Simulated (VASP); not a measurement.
# Mn2ZnAs2 (P-3m1) in VASP: further runs, part 2 of 2

VASP 6.6.1.

## Step 4: Single point, PBE, collinear spin, antiferromagnetic start

This run uses another cell than the first one, of the same volume but with other edges.

Contents of INCAR:

```
SYSTEM = Mn2ZnAs2
PREC     = Accurate       ! precision mode
ENCUT    = 520            ! plane-wave cutoff, eV
EDIFF    = 1E-7           ! SCF threshold, eV
ISMEAR   = 0              ! smearing method
SIGMA    = 0.05           ! smearing width, eV
LREAL    = .False.        ! projectors in reciprocal space
LASPH    = .True.         ! aspherical terms in the spheres
NELM     = 150            ! most SCF steps
ALGO     = Normal         ! electronic algorithm
ISIF     = 2              ! what is computed and relaxed
LWAVE    = .False.        ! write WAVECAR
LCHARG   = .True.         ! write CHGCAR
ISPIN    = 2              ! spin polarisation
MAGMOM   = 3.78 -3.78 0 0 0 ! initial moments
LORBIT   = 11             ! projections on sites
LMAXMIX  = 4              ! l up to which the mixer works
GGA      = PE             ! functional
LELF     = .True.         ! ELF
LVHAR    = .True.       
NBANDS   = 36             ! bands
```

Contents of KPOINTS:

```
regular mesh
0
Gamma
  6 6 4
  0 0 0
```

Contents of POSCAR:

```
Mn2ZnAs2
1.0
    4.0563122572      0.0000000000      0.0000000000
   -2.0281561286      3.5128694604      0.0000000000
    0.0000000000      0.0000000000      6.7110546156
Mn Zn As
2 1 2
Direct
    0.3333333333      0.6666666667      0.3899676374
    0.6666666667      0.3333333333      0.6100322744
    0.0000000000      0.0000000000      0.0000000638
    0.3333333333      0.6666666667      0.7611221345
    0.6666666667      0.3333333333      0.2388778900
```

Potentials or basis: VASP PAW PBE potentials, release 64 (Mn_pv, Zn, As).

Run with:

```sh
> cat potpaw_PBE.64/Mn_pv/POTCAR potpaw_PBE.64/Zn/POTCAR potpaw_PBE.64/As/POTCAR > POTCAR
> mpirun -np 1 vasp_std > vasp.out
```

OUTCAR:

```text
SYSTEM = Mn2ZnAs2
   PREC = Accurate
   ENCUT = 520
   EDIFF = 1E-7
   ISMEAR = 0
   LREAL = .False.
   LASPH = .True.
   NELM = 150
   ISIF = 2
   ISPIN = 2
   LORBIT = 11
   GGA = PE

 ion  position               nearest neighbor table
   1  0.333  0.667  0.390-   4 2.49   5 2.55   5 2.55   5 2.55   2 2.77   2 2.77   2 2.77
   2  0.667  0.333  0.610-   5 2.49   4 2.55   4 2.55   4 2.55   1 2.77   1 2.77   1 2.77
   3  0.000  0.000  0.000-   5 2.84   5 2.84   5 2.84   4 2.84   4 2.84   4 2.84
   4  0.333  0.667  0.761-   1 2.49   2 2.55   2 2.55   2 2.55   3 2.84   3 2.84   3 2.84
   5  0.667  0.333  0.239-   2 2.49   1 2.55   1 2.55   1 2.55   3 2.84   3 2.84   3 2.84

  LATTYP: Found a hexagonal cell.
 ALAT       =     4.0563122572
 C/A-ratio  =     1.6544718922

  Lattice vectors:

 A1 = (   4.0563122572,   0.0000000000,   0.0000000000)
 A2 = (  -2.0281561286,   3.5128694604,   0.0000000000)
 A3 = (   0.0000000000,   0.0000000000,   6.7110546156)

Analysis of symmetry for initial positions (statically):
=====================================================================
 Subroutine PRICEL returns:
 Original cell was already a primitive cell.

 Routine SETGRP: Setting up the symmetry group for a
 hexagonal supercell.

 Subroutine GETGRP returns: Found 12 space group operations
 (whereof 12 operations were pure point group operations)
 out of a pool of 24 trial point group operations.

The static configuration has the point symmetry D_3d.

Analysis of symmetry for dynamics (positions and initial velocities):
=====================================================================
 Subroutine PRICEL returns:
 Original cell was already a primitive cell.

 Routine SETGRP: Setting up the symmetry group for a
 hexagonal supercell.

 Subroutine GETGRP returns: Found 12 space group operations
 (whereof 12 operations were pure point group operations)
 out of a pool of 24 trial point group operations.

The dynamic configuration has the point symmetry D_3d.

Analysis of structural, dynamic, and magnetic symmetry:
[... 175 lines left out ...]
 k-point     1 :       0.0000    0.0000    0.0000
  band No.  band energies     occupation
      1     -45.2536      1.00000
      2     -45.2536      1.00000
      3     -45.0706      1.00000
      4     -41.4785      1.00000
      5     -41.4785      1.00000
      6     -41.4746      1.00000
[... 925 lines left out ...]
     35      12.3337      0.00000
     36      12.7075      0.00000
 Fermi energy:         4.8116730434

 spin component 2

 k-point     1 :       0.0000    0.0000    0.0000
  band No.  band energies     occupation
      1     -45.2535      1.00000
      2     -45.2535      1.00000
      3     -45.0706      1.00000
      4     -41.4785      1.00000
      5     -41.4785      1.00000
      6     -41.4747      1.00000
[... 925 lines left out ...]
     35      12.3338      0.00000
     36      12.7075      0.00000

------------------------ aborting loop because EDIFF is reached ----------------------------------------

  FORCE on cell =-STRESS in cart. coord.  units (eV):
  Direction    XX          YY          ZZ          XY          YZ          ZX
  --------------------------------------------------------------------------------------
  -------------------------------------------------------------------------------------
  Total       -1.6880160     -1.6880160     -1.6136554      0.0000000      0.0000000      0.0000000
  in kB      -28.2815356    -28.2815356    -27.0356745      0.0000000      0.0000000      0.0000000
  external PRESSURE =     -27.8662486 kB  Pullay stress =       0.0000000 kB

 VOLUME and BASIS-vectors are now :
 -----------------------------------------------------------------------------
  energy-cutoff  :      520.00
  volume of cell :       95.63
      direct lattice vectors                 reciprocal lattice vectors
     4.056312257  0.000000000  0.000000000     0.246529344  0.142333783  0.000000000
    -2.028156129  3.512869460  0.000000000     0.000000000  0.284667566  0.000000000
     0.000000000  0.000000000  6.711054616     0.000000000  0.000000000  0.149007877

 POSITION                                       TOTAL-FORCE (eV/Angst)
 -----------------------------------------------------------------------------------
     -0.00000      2.34191      2.61709        -0.000000     -0.000000     -0.014362
      2.02816      1.17096      4.09396         0.000000      0.000000      0.014362
      0.00000      0.00000      0.00000         0.000000      0.000000      0.000000
     -0.00000      2.34191      5.10793         0.000000      0.000000      0.005604
      2.02816      1.17096      1.60312        -0.000000     -0.000000     -0.005604
 -----------------------------------------------------------------------------------
    total drift:                                0.000000      0.000000      0.000388

  FREE ENERGIE OF THE ION-ELECTRON SYSTEM (eV)
  ---------------------------------------------------
  free  energy   TOTEN  =       -28.3132147508 eV

  energy  without entropy=      -28.3087471814  energy(sigma->0) =      -28.31098097

 total charge

# of ion       s       p       d       tot
------------------------------------------
    1        0.293   6.228   5.011  11.531
    2        0.293   6.228   5.011  11.531
    3        0.531   0.265   9.766  10.561
    4        1.222   1.539   0.039   2.800
    5        1.222   1.539   0.039   2.800
--------------------------------------------------
tot          3.561  15.798  19.866  39.224

 magnetization (x)

# of ion       s       p       d       tot
------------------------------------------
    1        0.047   0.043   3.450   3.540
    2       -0.047  -0.043  -3.450  -3.540
    3        0.000   0.000   0.000   0.000
    4       -0.004   0.028  -0.007   0.017
    5        0.004  -0.028   0.007  -0.017
--------------------------------------------------
tot         -0.000   0.000   0.000   0.000
```

stdout:

```text
POSCAR found type information on POSCAR MnZnAs
 POSCAR found :  3 types and       5 ions
 scaLAPACK will be used
 LDA part: xc-table for (Slater+PW92), standard interpolation
 POSCAR, INCAR and KPOINTS ok, starting setup
 FFT: planning ... GRIDC
 FFT: planning ... GRID_SOFT
 FFT: planning ... GRID
 WAVECAR not read
 entering main loop
```

It took 93 s on 1 thread of Intel Xeon 6975P-C (Granite Rapids), shared host; peak memory 0.31 GiB.

Results:

* Free energy: -28.3132 eV
* Pressure: -2.8 GPa
* Largest force: 0.014 eV/Å
* Band gap on the k mesh: zero (filled and empty bands overlap)
* Net moment: 0.00 μB per cell
* Site moments: Mn +3.54, -3.54; Zn +0.00; As +0.02, -0.02 μB
* Valence electrons inside the program's atomic spheres: Mn 11.53; Zn 10.56; As 2.80

Forces on the atoms (eV/Å):
```
Mn   0.000  0.000 -0.014
Mn   0.000  0.000  0.014
Zn   0.000  0.000  0.000
As   0.000  0.000  0.006
As   0.000  0.000 -0.006
```

Levels at points of the mesh, in eV from the Fermi level:
Spin up:
```
           k point  band 21  band 22  band 23  band 24  band 25  band 26  band 27  band 28
(0.00, 0.00, 0.00)    -1.53    -0.51     0.41     0.41     0.66     1.21     1.21     2.07
(0.50, 0.00, 0.00)    -2.28    -2.22    -1.35    -0.83     0.30     0.84     1.03     1.13
(0.00, 0.00, 0.50)    -1.45    -1.45     0.28     0.28     1.19     1.51     1.51     2.42
(0.50, 0.00, 0.50)    -1.72    -1.62    -1.30    -1.06    -0.18     0.87     1.08     1.11
```
Spin down:
```
           k point  band 21  band 22  band 23  band 24  band 25  band 26  band 27  band 28
(0.00, 0.00, 0.00)    -1.53    -0.51     0.41     0.41     0.66     1.21     1.21     2.07
(0.50, 0.00, 0.00)    -2.28    -2.22    -1.35    -0.83     0.30     0.84     1.03     1.13
(0.00, 0.00, 0.50)    -1.45    -1.45     0.28     0.28     1.19     1.51     1.51     2.42
(0.50, 0.00, 0.50)    -1.72    -1.62    -1.30    -1.06    -0.18     0.87     1.08     1.11
```
